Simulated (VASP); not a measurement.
# HfN (Fm-3m) in VASP: single point with PBE+D3(BJ)

Aim: the single point of HfN with PBE+D3(BJ).

All numbers are computed with VASP 6.6.1; they aren't measurements. Logs are shortened: lines on timing, memory, paths and dates and some standing lists are left out, and cuts for length are marked.

**1. The cell of the first run**

Symmetry: Fm-3m, No. 225, cubic system. The conventional cell has a = 4.517 Å, b = 4.517 Å, c = 4.517 Å, α = 90.00°, β = 90.00°, γ = 90.00°. Hf (site symmetry m-3m) has 6 N at 2.26 Å within 3.0 Å. N (site symmetry m-3m) has 6 Hf at 2.26 Å within 3.0 Å.

**2. Single point, PBE+D3(BJ)**

INCAR

```
  PREC = Accurate
  ENCUT = 600
  EDIFF = 1E-6
  ISMEAR = 0
  SIGMA = 0.1
  LREAL = False
  LASPH = True
  NELM = 120
  ALGO = Normal
  ISIF = 2
  LWAVE = False
  LCHARG = False
  GGA = PE
  IVDW = 12
  NBANDS = 14
  GGA_COMPAT = False
```

KPOINTS

```
regular mesh
0
Gamma
  16 16 16
```

POSCAR

```
HfN
1.0
    0.0000000000      2.2584862490      2.2584862490
    2.2584862490      0.0000000000      2.2584862490
    2.2584862490      2.2584862490      0.0000000000
Hf N
1 1
Direct
    0.0000000000      0.0000000000      0.0000000000
    0.5000000000      0.5000000000      0.5000000000
```

Potentials or basis: VASP PAW PBE potentials, release 64 (Hf_pv, N).

Launch:

```console
> cat potpaw_PBE.64/Hf_pv/POTCAR potpaw_PBE.64/N/POTCAR > POTCAR
> mpirun -np 1 vasp_std > vasp.out
```

OUTCAR:

```text
PREC = Accurate
   ENCUT = 600
   EDIFF = 1E-6
   ISMEAR = 0
   LREAL = False
   LASPH = True
   NELM = 120
   ISIF = 2
   GGA = PE
   IVDW = 12
 IVDW          = 12

 ion  position               nearest neighbor table
   1  0.000  0.000  0.000-   2 2.26   2 2.26   2 2.26   2 2.26   2 2.26   2 2.26
   2  0.500  0.500  0.500-   1 2.26   1 2.26   1 2.26   1 2.26   1 2.26   1 2.26

  LATTYP: Found a face centered cubic cell.
 ALAT       =     4.5169724980

  Lattice vectors:

 A1 = (   0.0000000000,   2.2584862490,   2.2584862490)
 A2 = (   2.2584862490,   0.0000000000,   2.2584862490)
 A3 = (   2.2584862490,   2.2584862490,   0.0000000000)

Analysis of symmetry for initial positions (statically):
=====================================================================
 Subroutine PRICEL returns:
 Original cell was already a primitive cell.

 Routine SETGRP: Setting up the symmetry group for a
 face centered cubic supercell.

 Subroutine GETGRP returns: Found 48 space group operations
 (whereof 48 operations were pure point group operations)
 out of a pool of 48 trial point group operations.

The static configuration has the point symmetry O_h .

Analysis of symmetry for dynamics (positions and initial velocities):
=====================================================================
 Subroutine PRICEL returns:
 Original cell was already a primitive cell.

 Routine SETGRP: Setting up the symmetry group for a
 face centered cubic supercell.

 Subroutine GETGRP returns: Found 48 space group operations
 (whereof 48 operations were pure point group operations)
 out of a pool of 48 trial point group operations.

The dynamic configuration has the point symmetry O_h .

 Subroutine INISYM returns: Found 48 space group operations
 (whereof 48 operations are pure point group operations),
 and found     1 'primitive' translations

----------------------------------------------------------------------------------------

                                     Primitive cell

  volume of cell :      23.0400

  direct lattice vectors                    reciprocal lattice vectors
     0.000000000  2.258486249  2.258486249    -0.221387224  0.221387224  0.221387224
     2.258486249  0.000000000  2.258486249     0.221387224 -0.221387224  0.221387224
     2.258486249  2.258486249  0.000000000     0.221387224  0.221387224 -0.221387224

  length of vectors
     3.193981884  3.193981884  3.193981884     0.383453919  0.383453919  0.383453919

  position of ions in fractional coordinates (direct lattice)
     0.000000000  0.000000000  0.000000000
     0.500000000  0.500000000  0.500000000

  ion indices of the primitive-cell ions
   primitive index   ion index
                 1           1
                 2           2

----------------------------------------------------------------------------------------

 KPOINTS: regular mesh

Automatic generation of k-mesh.
 Grid dimensions read from file:
 generate k-points for:   16   16   16

 Generating k-lattice:

  Cartesian coordinates                     Fractional coordinates (reciprocal lattice)
    -0.013836701  0.013836701  0.013836701     0.062500000  0.000000000  0.000000000
     0.013836701 -0.013836701  0.013836701     0.000000000  0.062500000  0.000000000
     0.013836701  0.013836701 -0.013836701     0.000000000  0.000000000  0.062500000

  Length of vectors
     0.023965870  0.023965870  0.023965870

  Shift w.r.t. Gamma in fractional coordinates (k-lattice)
     0.000000000  0.000000000  0.000000000

 Subroutine IBZKPT returns following result:
 ===========================================

 Found    145 irreducible k-points:

 Following reciprocal coordinates:
            Coordinates               Weight
  0.000000  0.000000  0.000000      1.000000
  0.062500  0.000000  0.000000      8.000000
  0.125000  0.000000  0.000000      8.000000
  0.187500  0.000000  0.000000      8.000000
  0.250000  0.000000  0.000000      8.000000
  0.312500  0.000000  0.000000      8.000000
[... 16 lines left out ...]
 -0.125000  0.062500  0.000000     24.000000
 -0.062500  0.062500  0.000000     12.000000
 [... further k-points ...]
   k-points           NKPTS =    145   k-points in BZ     NKDIM =    145   number of bands    NBANDS=     14
   number of dos      NEDOS =    301   number of ions     NIONS =      2
   total plane-waves  NPLWV =  21952
   dimension x,y,z NGX =    28 NGY =   28 NGZ =   28
   dimension x,y,z NGXF=    56 NGYF=   56 NGZF=   56
   ions per type =               1   1
   NGX,Y,Z   is equivalent  to a cutoff of  14.57, 14.57, 14.57 a.u.
   NGXF,Y,Z  is equivalent  to a cutoff of  29.15, 29.15, 29.15 a.u.
 SYSTEM =  unknown system
   PREC   = accura    normal or accurate (medium, high low for compatibility)
   ISTART =      0    job   : 0-new  1-cont  2-samecut
   ICHARG =      2    charge: 1-file 2-atom 10-const
   ISPIN  =      1    spin polarized calculation?
   LNONCOLLINEAR =      F non collinear calculations
   LSORBIT =      F    spin-orbit coupling
   LASPH  =      T    aspherical Exc in radial PAW
   ENCUT  =  600.0 eV  44.10 Ry    6.64 a.u.   6.38  6.38  6.38*2*pi/ulx,y,z
   NELM   =    120;   NELMIN=  2; NELMDL= -5     # of ELM steps
   EDIFF  = 0.1E-05   stopping-criterion for ELM
   LREAL  =      F    real-space projection
   EDIFFG = 0.1E-04   stopping-criterion for IOM
   NSW    =      0    number of steps for IOM
   IBRION =     -1    ionic relax: 0-MD 1-quasi-New 2-CG
   NFREE  =      0    steps in history (QN), initial steepest desc. (CG)
   ISIF   =      2    stress and relaxation
   ISYM   =      2    0-nonsym 1-usesym 2-fastsym
   POTIM  = 0.5000    time-step for ionic-motion
   TEBEG  =    0.0;   TEEND  =   0.0 temperature during run
   PSTRESS=    0.0 pullay stress
   NELECT =      15.0000    total number of electrons
   NUPDOWN=      -1.0000    fix difference up-down
   EMIN   =  10.00;   EMAX   =-10.00  energy-range for DOS
   EFERMI =   0.00;   METHOD = LEGACY
   ISMEAR =     0;   SIGMA  =   0.10  broadening in eV -4-tet -1-fermi 0-gaus
   EFERMI_NEDOS =   21; number of points for ismear=-14 and -15
   IALGO  =     38    algorithm
   IMIX   =      4    mixing-type and parameters
     AMIX     =   0.40;   BMIX     =  1.00
     AMIX_MAG =   1.60;   BMIX_MAG =  1.00
  volume/ion in A,a.u.               =      11.52        77.74
  Fermi-wavevector in a.u.,A,eV,Ry     =   1.418876  2.681287 27.391376  2.013209
  Thomas-Fermi vector in A             =   2.539956
   LORBIT       =      0    0 simple, 1 ext, 2 COOP (PROOUT), +10 PAW based schemes
   GGA     = PE    functional components
   LHFCALC =     F    Hartree Fock is set to
   AEXX    =    0.0000 exact exchange contribution
   IVDW    =    12    specifies the selected vdW correction
   LEPSILON=     F    determine dielectric tensor
   LRPA    =     F    only Hartree local field effects (RPA)
 non-spin polarized calculation
 Gauss-broadening in eV      SIGMA  =   0.10
  energy-cutoff  :      600.00
  volume of cell :       23.04
 maximum number of plane-waves:       785
 NGX is ok and might be reduce to    28
   NGX = 13   NGY = 13   NGZ = 13

 number of electron      15.0000002 magnetization

 Free energy of the ion-electron system (eV)
  ---------------------------------------------------
  ext. energy  EPLUGINS =         0.00000000
  ---------------------------------------------------
  free energy    TOTEN  =       -21.75923082 eV

  energy without entropy =      -21.75630002  energy(sigma->0) =      -21.75776542

 E-fermi :   8.3927     XC(G=0): -12.7361

 val. band max:        8.3925378319   @ k =  -0.1250   0.0625   0.0000
 cond. band min:       8.3971306371   @ k =   0.3750   0.1250   0.0000
 fundamental gap:      0.0045928051
 Fermi energy:         8.3926672540

 k-point     1 :       0.0000    0.0000    0.0000
  band No.  band energies     occupation
      1     -22.7591      2.00000
      2     -22.7591      2.00000
      3     -22.7591      2.00000
      4      -9.1238      2.00000
      5       5.3623      2.00000
      6       5.3623      2.00000
      7       5.3623      2.00000
      8       8.0444      2.00000
      9       8.0444      2.00000
     10       8.0444      2.00000
     11      10.1943      0.00000
     12      10.3616      0.00000
     13      10.3616      0.00000
     14      17.9574      0.00000

 k-point     2 :       0.0625    0.0000    0.0000
  band No.  band energies     occupation
      1     -22.7995      2.00000
      2     -22.7624      2.00000
      3     -22.7624      2.00000
      4      -9.0333      2.00000
      5       4.9560      2.00000
      6       5.1273      2.00000
      7       5.1273      2.00000
      8       8.1560      1.99918
      9       8.1793      1.99745
     10       8.1793      1.99745
     11      10.4872      0.00000
     12      10.6664      0.00000
     13      10.6664      0.00000
     14      18.2655      0.00000

 k-point     3 :       0.1250    0.0000    0.0000
  band No.  band energies     occupation
      1     -22.9124      2.00000
      2     -22.7719      2.00000
      3     -22.7719      2.00000
      4      -8.7731      2.00000
      5       4.0449      2.00000
      6       4.5818      2.00000
      7       4.5818      2.00000
      8       8.3484      1.46885
      9       8.5344      0.04499
     10       8.5344      0.04499
     11      11.2313      0.00000
     12      11.4601      0.00000
     13      11.4601      0.00000
     14      19.1214      0.00000
[... 324 lines left out ...]
 k-point    23 :      -0.1250    0.0625    0.0000
  band No.  band energies     occupation
      1     -22.9779      2.00000
      2     -22.8063      2.00000
      3     -22.7668      2.00000
      4      -8.5882      2.00000
      5       3.4498      2.00000
      6       4.1134      2.00000
      7       4.5526      2.00000
      8       8.3925      1.00146
      9       8.5089      0.10031
     10       9.2299      0.00000
     11      10.8961      0.00000
     12      12.1750      0.00000
     13      12.4203      0.00000
     14      19.7233      0.00000

 k-point    24 :      -0.0625    0.0625    0.0000
  band No.  band energies     occupation
      1     -22.8553      2.00000
      2     -22.7832      2.00000
      3     -22.7610      2.00000
      4      -8.8882      2.00000
      5       4.3446      2.00000
      6       4.6995      2.00000
      7       5.0131      2.00000
      8       8.2071      1.99130
      9       8.2187      1.98613
     10       8.6579      0.00018
     11      10.4507      0.00000
     12      11.2419      0.00000
     13      11.3966      0.00000
     14      18.7539      0.00000

 [... further k-points ...]

------------------------ aborting loop because EDIFF is reached ----------------------------------------

 Edisp (eV)   -0.77294

 E8    (eV) :    -0.3626

  FORCE on cell =-STRESS in cart. coord.  units (eV):
  Direction    XX          YY          ZZ          XY          YZ          ZX
  --------------------------------------------------------------------------------------
  -------------------------------------------------------------------------------------
  Total      -0.36363    -0.36363    -0.36363     0.00000     0.00000     0.00000
  in kB     -25.28658   -25.28658   -25.28658     0.00000     0.00000     0.00000
  external pressure =      -25.29 kB  Pullay stress =        0.00 kB

 VOLUME and BASIS-vectors are now :
 -----------------------------------------------------------------------------
  energy-cutoff  :      600.00
  volume of cell :       23.04
      direct lattice vectors                 reciprocal lattice vectors
     0.000000000  2.258486249  2.258486249    -0.221387224  0.221387224  0.221387224
     2.258486249  0.000000000  2.258486249     0.221387224 -0.221387224  0.221387224
     2.258486249  2.258486249  0.000000000     0.221387224  0.221387224 -0.221387224

 POSITION                                       TOTAL-FORCE (eV/Angst)
 -----------------------------------------------------------------------------------
      0.00000      0.00000      0.00000        -0.000000     -0.000000     -0.000000
      2.25849      2.25849      2.25849         0.000000      0.000000      0.000000
 -----------------------------------------------------------------------------------
    total drift:                                0.000000      0.000000      0.000000

  FREE ENERGIE OF THE ION-ELECTRON SYSTEM (eV)
  ---------------------------------------------------
  free  energy   TOTEN  =       -22.5321663054 eV

  energy  without entropy=      -22.5292355049  energy(sigma->0) =      -22.53070091
```

Wall time 43 s (1 thread of AMD EPYC 7R13 (Zen 3), shared host); peak memory 0.18 GiB.

What came out:

| Item | Value |
| --- | --- |
| Free energy | -22.5322 eV |
| Pressure | -2.5 GPa |
| Band gap on the k mesh | zero (an odd number of electrons rules out a gap without spin polarisation) |
| Dispersion energy per atom | -0.386 eV |

Levels at points of the mesh, in eV from the Fermi level:
| k point | band 4 | band 5 | band 6 | band 7 | band 8 | band 9 | band 10 | band 11 | band 12 | band 13 |
| --- | --- | --- | --- | --- | --- | --- | --- | --- | --- | --- |
| (0.00, 0.00, 0.00) | -17.52 | -3.03 | -3.03 | -3.03 | -0.35 | -0.35 | -0.35 | 1.80 | 1.97 | 1.97 |
| (0.50, 0.00, 0.00) | -14.79 | -8.89 | -6.19 | -6.19 | 3.28 | 3.71 | 3.71 | 4.43 | 8.84 | 8.84 |
| (0.50, 0.50, 0.00) | -16.42 | -5.42 | -3.81 | -3.70 | -3.70 | 4.10 | 5.53 | 5.53 | 5.60 | 8.01 |

Caveat: spin-orbit coupling is left out, which moves the levels of the heavy elements.
